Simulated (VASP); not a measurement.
# Na2S in VASP: notebook

The runs below take Na2S through single point, relaxation of the atoms, with PBEsol.

Program: VASP 6.6.1. These are calculated values, not measurements. Logs are shortened: lines on timing, memory, paths and dates and some standing lists are left out, and cuts for length are marked.

### Step 1. The cell of the first run

The structure is tetragonal, space group I4/mmm (No. 139). The conventional cell has a = 4.597 Å, b = 4.597 Å, c = 6.534 Å, α = 90.00°, β = 90.00°, γ = 90.00°. Within 3.7 Å of Na (site symmetry -4m2) lie 4 S at 2.82 Å and 6 Na at 3.25 to 3.27 Å. S (site symmetry 4/mmm) has 8 Na at 2.82 Å within 3.7 Å.

### Step 2. Single point, PBEsol (z stretched by +0.5 %, x and y held)

Input file INCAR:

```
PREC = Accurate ; ENCUT = 500
EDIFF = 1E-6 ; ISMEAR = 0
SIGMA = 0.01 ; LREAL = F
LASPH = T ; NELM = 120
ALGO = Normal ; ISIF = 2
LWAVE = F ; LCHARG = F
GGA = PS ; NBANDS = 17
GGA_COMPAT = F
```

Input file KPOINTS:

```
regular mesh
0
Gamma
  6 6 6
```

Input file POSCAR:

```
Na2S
1.0
    0.0000000000      3.2506223128      3.2668754243
    3.2506223128      0.0000000000      3.2668754243
    3.2506223128      3.2506223128      0.0000000000
Na S
2 1
Direct
    0.2500000000      0.2500000000      0.2500000000
    0.7500000000      0.7500000000      0.7500000000
    0.0000000000      0.0000000000      0.0000000000
```

Potentials or basis: VASP PAW PBE potentials, release 64 (Na_pv, S).

On the command line:

```bash
> cat potpaw_PBE.64/Na_pv/POTCAR potpaw_PBE.64/S/POTCAR > POTCAR
> mpirun -np 1 vasp_std > vasp.out
```

OUTCAR:

```text
PREC = Accurate
   ENCUT = 500
   EDIFF = 1E-6
   ISMEAR = 0
   LREAL = F
   LASPH = T
   NELM = 120
   ISIF = 2
   GGA = PS

 ion  position               nearest neighbor table
   1  0.250  0.250  0.250-
   2  0.750  0.750  0.750-
   3  0.000  0.000  0.000-

  LATTYP: Found a body centered tetragonal cell.
 ALAT       =     4.5970741609
 C/A-ratio  =     1.4212846302

  Lattice vectors:

 A1 = (  -3.2506223128,   0.0000000000,   3.2668754243)
 A2 = (   3.2506223128,   0.0000000000,   3.2668754243)
 A3 = (   0.0000000000,   3.2506223128,  -3.2668754243)

Analysis of symmetry for initial positions (statically):
=====================================================================
 Subroutine PRICEL returns:
 Original cell was already a primitive cell.

 Routine SETGRP: Setting up the symmetry group for a
 body centered tetragonal supercell.

 Subroutine GETGRP returns: Found 16 space group operations
 (whereof 16 operations were pure point group operations)
 out of a pool of 16 trial point group operations.

The static configuration has the point symmetry D_4h.

Analysis of symmetry for dynamics (positions and initial velocities):
=====================================================================
 Subroutine PRICEL returns:
 Original cell was already a primitive cell.

 Routine SETGRP: Setting up the symmetry group for a
 body centered tetragonal supercell.

 Subroutine GETGRP returns: Found 16 space group operations
 (whereof 16 operations were pure point group operations)
 out of a pool of 16 trial point group operations.

The dynamic configuration has the point symmetry D_4h.

 Subroutine INISYM returns: Found 16 space group operations
 (whereof 16 operations are pure point group operations),
 and found     1 'primitive' translations

----------------------------------------------------------------------------------------

                                     Primitive cell

  volume of cell :      69.0392

  direct lattice vectors                    reciprocal lattice vectors
     0.000000000  3.250622313  3.266875424    -0.153816701  0.153816701  0.153051444
     3.250622313  0.000000000  3.266875424     0.153816701 -0.153816701  0.153051444
     3.250622313  3.250622313  0.000000000     0.153816701  0.153816701 -0.153051444

  length of vectors
[... 83 lines left out ...]
   NELM   =    120;   NELMIN=  2; NELMDL= -5     # of ELM steps
   EDIFF  = 0.1E-05   stopping-criterion for ELM
   LREAL  =      F    real-space projection
   EDIFFG = 0.1E-04   stopping-criterion for IOM
   NSW    =      0    number of steps for IOM
   IBRION =     -1    ionic relax: 0-MD 1-quasi-New 2-CG
   NFREE  =      0    steps in history (QN), initial steepest desc. (CG)
   ISIF   =      2    stress and relaxation
   ISYM   =      2    0-nonsym 1-usesym 2-fastsym
   POTIM  = 0.5000    time-step for ionic-motion
   TEBEG  =    0.0;   TEEND  =   0.0 temperature during run
   PSTRESS=    0.0 pullay stress
   NELECT =      20.0000    total number of electrons
   NUPDOWN=      -1.0000    fix difference up-down
   EMIN   =  10.00;   EMAX   =-10.00  energy-range for DOS
   EFERMI =   0.00;   METHOD = LEGACY
   ISMEAR =     0;   SIGMA  =   0.01  broadening in eV -4-tet -1-fermi 0-gaus
   EFERMI_NEDOS =   21; number of points for ismear=-14 and -15
   IALGO  =     38    algorithm
   IMIX   =      4    mixing-type and parameters
     AMIX     =   0.40;   BMIX     =  1.00
     AMIX_MAG =   1.60;   BMIX_MAG =  1.00
  volume/ion in A,a.u.               =      23.01       155.30
  Fermi-wavevector in a.u.,A,eV,Ry     =   1.083227  2.047003 15.964825  1.173382
  Thomas-Fermi vector in A             =   2.219288
   LORBIT       =      0    0 simple, 1 ext, 2 COOP (PROOUT), +10 PAW based schemes
   GGA     = PS    functional components
   LHFCALC =     F    Hartree Fock is set to
   AEXX    =    0.0000 exact exchange contribution
   IVDW    =     0    specifies the selected vdW correction
   LEPSILON=     F    determine dielectric tensor
   LRPA    =     F    only Hartree local field effects (RPA)
 non-spin polarized calculation
 Gauss-broadening in eV      SIGMA  =   0.01
  energy-cutoff  :      500.00
  volume of cell :       69.04
 maximum number of plane-waves:      1807
 NGX is ok and might be reduce to    36
   NGX = 17   NGY = 17   NGZ = 17

 number of electron      19.9999984 magnetization

 Free energy of the ion-electron system (eV)
  ---------------------------------------------------
  ext. energy  EPLUGINS =         0.00000000
  ---------------------------------------------------
  free energy    TOTEN  =       -10.37474247 eV

  energy without entropy =      -10.37474247  energy(sigma->0) =      -10.37474247

 E-fermi :   0.2826     XC(G=0):  -8.0039

 val. band max:        0.1700389007   @ k =   0.0000   0.0000   0.0000
 cond. band min:       2.5768065464   @ k =   0.0000   0.0000   0.0000
 fundamental gap:      2.4067676457
 Fermi energy:         0.2825844665

 k-point     1 :       0.0000    0.0000    0.0000
  band No.  band energies     occupation
      1     -21.8708      2.00000
      2     -21.8708      2.00000
      3     -21.8667      2.00000
      4     -21.8121      2.00000
      5     -21.8121      2.00000
      6     -21.8118      2.00000
[... 457 lines left out ...]
      4     -21.8098      2.00000
      5     -21.8088      2.00000
      6     -21.8034      2.00000
[... 9 lines left out ...]
     16      11.8667      0.00000
     17      12.2489      0.00000

 [... further k-points ...]

------------------------ aborting loop because EDIFF is reached ----------------------------------------

  FORCE on cell =-STRESS in cart. coord.  units (eV):
  Direction    XX          YY          ZZ          XY          YZ          ZX
  --------------------------------------------------------------------------------------
  -------------------------------------------------------------------------------------
  Total       -0.0023971     -0.0023971     -0.0860278      0.0000000      0.0000000      0.0000000
  in kB       -0.0556296     -0.0556296     -1.9964287      0.0000000      0.0000000      0.0000000
  external PRESSURE =      -0.7025627 kB  Pullay stress =       0.0000000 kB

 VOLUME and BASIS-vectors are now :
 -----------------------------------------------------------------------------
  energy-cutoff  :      500.00
  volume of cell :       69.04
      direct lattice vectors                 reciprocal lattice vectors
     0.000000000  3.250622313  3.266875424    -0.153816701  0.153816701  0.153051444
     3.250622313  0.000000000  3.266875424     0.153816701 -0.153816701  0.153051444
     3.250622313  3.250622313  0.000000000     0.153816701  0.153816701 -0.153051444

 POSITION                                       TOTAL-FORCE (eV/Angst)
 -----------------------------------------------------------------------------------
      1.62531      1.62531      1.63344        -0.000000      0.000000      0.000000
      4.87593      4.87593      4.90031         0.000000      0.000000     -0.000000
      0.00000      0.00000      0.00000         0.000000     -0.000000     -0.000000
 -----------------------------------------------------------------------------------
    total drift:                                0.000000      0.000000      0.000000

  FREE ENERGIE OF THE ION-ELECTRON SYSTEM (eV)
  ---------------------------------------------------
  free  energy   TOTEN  =       -10.3747424670 eV

  energy  without entropy=      -10.3747424670  energy(sigma->0) =      -10.37474247
```

It took 25 s on 1 thread of Intel Xeon Platinum 8488C (Sapphire Rapids), shared host; peak memory 0.2 GiB.

Results:

```
Free energy            : -10.3747 eV
Pressure               : -0.1 GPa
Band gap on the k mesh : 2.41 eV
```

Stress tensor (GPa, compression positive):
```
-0.01  0.00  0.00
 0.00 -0.01  0.00
 0.00  0.00 -0.20
```

Caveat: the cell differs from its parent crystal (z stretched by +0.5 %, x and y held); the PAW data sets were made with another functional, which shifts forces and pressure a little.

### Step 3. Single point, PBEsol (equal xy, yz and zx engineering shears of -0.5 %)

Input file INCAR:

```
ALGO = Normal
EDIFF = 1E-6
ENCUT = 500
GGA = PS
GGA_COMPAT = F
ISIF = 2
ISMEAR = 0
LASPH = T
LCHARG = T
LELF = T
LREAL = F
LVHAR = T
LWAVE = F
NBANDS = 17
NELM = 120
PREC = Accurate
SIGMA = 0.01
```

Input file KPOINTS:

```
k-points
0
Gamma
  6 6 6
```

Input file POSCAR:

```
Na2S
1.0
   -0.0162531116      3.2424957570      3.2424957570
    3.2424957570     -0.0162531116      3.2424957570
    3.2424957570      3.2424957570     -0.0162531116
Na S
2 1
Direct
    0.2503134875      0.2503134875      0.2503134875
    0.7496865125      0.7496865125      0.7496865125
    0.0000000000      0.0000000000      0.0000000000
```

Potentials or basis: VASP PAW PBE potentials, release 64 (Na_pv, S).

On the command line:

```bash
> cat potpaw_PBE.64/Na_pv/POTCAR potpaw_PBE.64/S/POTCAR > POTCAR
> mpirun -np 1 vasp_std > vasp.out
```

Wall time 40 s (1 thread of Intel Xeon Platinum 8488C (Sapphire Rapids), shared host); peak memory 0.2 GiB.

It converged, with:

```yaml
Free_energy: -10.3746 eV
Pressure: 0.1 GPa
Band_gap_on_the_k_mesh: 2.41 eV
```

Forces in eV/Å, atoms in the order of the input:
```
Na   0.002  0.002  0.002
Na  -0.002 -0.002 -0.002
S    0.000  0.000  0.000
```

Stress tensor (GPa, compression positive):
```
0.05 0.09 0.09
0.09 0.05 0.09
0.09 0.09 0.05
```

Levels at points of the mesh, in eV from the valence-band top:
| k point | band 7 | band 8 | band 9 | band 10 | band 11 | band 12 | band 13 | band 14 |
| --- | --- | --- | --- | --- | --- | --- | --- | --- |
| (0.00, 0.00, 0.00) | -10.17 | -0.02 | -0.02 | 0.00 | 2.41 | 7.68 | 7.68 | 7.77 |
| (0.50, 0.00, 0.00) | -9.90 | -1.72 | -0.15 | -0.14 | 4.77 | 6.37 | 7.07 | 7.12 |
| (0.50, 0.50, 0.00) | -9.82 | -1.53 | -0.50 | -0.48 | 3.69 | 5.99 | 8.53 | 9.75 |
| (0.50, 0.50, 0.50) | -9.90 | -1.71 | -0.16 | -0.16 | 4.76 | 6.38 | 7.05 | 7.05 |

Caveat: the cell differs from its parent crystal (equal xy, yz and zx engineering shears of -0.5 %); the PAW data sets were made with another functional, which shifts forces and pressure a little.

### Step 4. Single point, PBEsol (equal xy, yz and zx engineering shears of +0.5 %)

Input file INCAR:

```
SYSTEM = Na2S
  ALGO = Normal
  EDIFF = 1E-6
  ENCUT = 500
  GGA = PS
  GGA_COMPAT = .False.
  ISIF = 2
  ISMEAR = 0
  LASPH = .True.
  LCHARG = .False.
  LREAL = .False.
  LWAVE = .False.
  NBANDS = 17
  NELM = 120
  PREC = Accurate
  SIGMA = 0.01
```

Input file KPOINTS:

```
k-points
0
Gamma
  6 6 6
  0 0 0
```

Input file POSCAR:

```
Na2S
1.0
    0.0162531116      3.2587488685      3.2587488685
    3.2587488685      0.0162531116      3.2587488685
    3.2587488685      3.2587488685      0.0162531116
Na S
2 1
Direct
    0.2497050707      0.2497050707      0.2497050707
    0.7502949293      0.7502949293      0.7502949293
    0.0000000000      0.0000000000      0.0000000000
```

On the command line:

```bash
> cat potpaw_PBE.64/Na_pv/POTCAR potpaw_PBE.64/S/POTCAR > POTCAR
> mpirun -np 1 vasp_std > vasp.out
```

Wall time 39 s (1 thread of Intel Xeon Platinum 8488C (Sapphire Rapids), shared host); peak memory 0.2 GiB.

The run converged. Its results:

| Item | Value |
| --- | --- |
| Free energy | -10.3745 eV |
| Pressure | 0.1 GPa |
| Band gap on the k mesh | 2.42 eV |

Forces on the atoms (eV/Å):
```
Na  -0.001 -0.001 -0.001
Na   0.001  0.001  0.001
S    0.000  0.000  0.000
```

Stress tensor (GPa, compression positive):
```
 0.05 -0.09 -0.09
-0.09  0.05 -0.09
-0.09 -0.09  0.05
```

Levels at points of the mesh, in eV from the valence-band top:
```
           k point  band 6  band 7  band 8  band 9  band 10  band 11  band 12  band 13  band 14  band 15
(0.00, 0.00, 0.00)  -21.98  -10.16   -0.02    0.00     0.00     2.42     7.66     7.75     7.75     9.33
(0.50, 0.00, 0.00)  -22.01   -9.90   -1.71   -0.15    -0.14     4.77     6.38     7.06     7.11    11.27
(0.50, 0.50, 0.00)  -21.96   -9.81   -1.53   -0.49    -0.47     3.70     6.00     8.54     9.76     9.79
(0.50, 0.50, 0.50)  -22.01   -9.90   -1.72   -0.13    -0.13     4.79     6.37     7.12     7.12    11.26
```

Caveat: the cell differs from its parent crystal (equal xy, yz and zx engineering shears of +0.5 %); the PAW data sets were made with another functional, which shifts forces and pressure a little.

### Step 5. Relaxation of the atoms, PBEsol (equal xy, yz and zx engineering shears of -0.5 %)

Input file INCAR:

```
SYSTEM = Na2S
PREC = Accurate
ENCUT = 450
EDIFF = 1E-7
ISMEAR = 0
SIGMA = 0.01
LREAL = .False.
LASPH = .True.
NELM = 120
ALGO = Normal
ISIF = 2
LWAVE = .False.
LCHARG = .False.
GGA = PS
IBRION = 2
NSW = 50
EDIFFG = -0.002
GGA_COMPAT = .False.
NELMIN = 4
```

Input file KPOINTS:

```
Automatic mesh
0
Gamma
  6 6 6
  0 0 0
```

Input file POSCAR:

```
Na2S
1.0
   -0.0162531116      3.2424957570      3.2424957570
    3.2424957570     -0.0162531116      3.2424957570
    3.2424957570      3.2424957570     -0.0162531116
Na S
2 1
Direct
    0.2500000000      0.2500000000      0.2500000000
    0.7500000000      0.7500000000      0.7500000000
    0.0000000000      0.0000000000      0.0000000000
```

On the command line:

```bash
> cat potpaw_PBE.64/Na_pv/POTCAR potpaw_PBE.64/S/POTCAR > POTCAR
> mpirun -np 1 vasp_std > vasp.out
```

It took 30 s on 1 thread of Intel Xeon Platinum 8488C (Sapphire Rapids), shared host; peak memory 0.18 GiB.

Results (log left out):

* Free energy: -10.3740 eV
* Energy gained by relaxing: 0.0 meV/atom
* Ionic steps: 5
* Pressure after relaxing: -0.1 GPa
* Band gap on the k mesh: 2.41 eV

Stress tensor (GPa, compression positive):
```
-0.05  0.09  0.09
 0.09 -0.05  0.09
 0.09  0.09 -0.05
```

Final structure:
```xyz
3
Lattice="-0.0163 3.2425 3.2425 3.2425 -0.0163 3.2425 3.2425 3.2425 -0.0163" Properties=species:S:1:pos:R:3 pbc="T T T"
Na    1.6196    1.6196    1.6196
Na    4.8491    4.8491    4.8491
S     0.0000    0.0000    0.0000
```

Levels at points of the mesh, in eV from the valence-band top:
| k point | band 8 | band 9 | band 10 | band 11 | band 12 | band 13 |
| --- | --- | --- | --- | --- | --- | --- |
| (0.00, 0.00, 0.00) | -0.02 | -0.02 | 0.00 | 2.41 | 7.68 | 7.68 |
| (0.50, 0.00, 0.00) | -1.73 | -0.15 | -0.14 | 4.77 | 6.37 | 7.07 |
| (0.50, 0.50, 0.00) | -1.54 | -0.50 | -0.48 | 3.69 | 5.99 | 8.53 |
| (0.50, 0.50, 0.50) | -1.72 | -0.16 | -0.16 | 4.76 | 6.38 | 7.05 |

Caveat: the cell differs from its parent crystal (equal xy, yz and zx engineering shears of -0.5 %); the PAW data sets were made with another functional, which shifts forces and pressure a little.

[end of part 1 of 2]
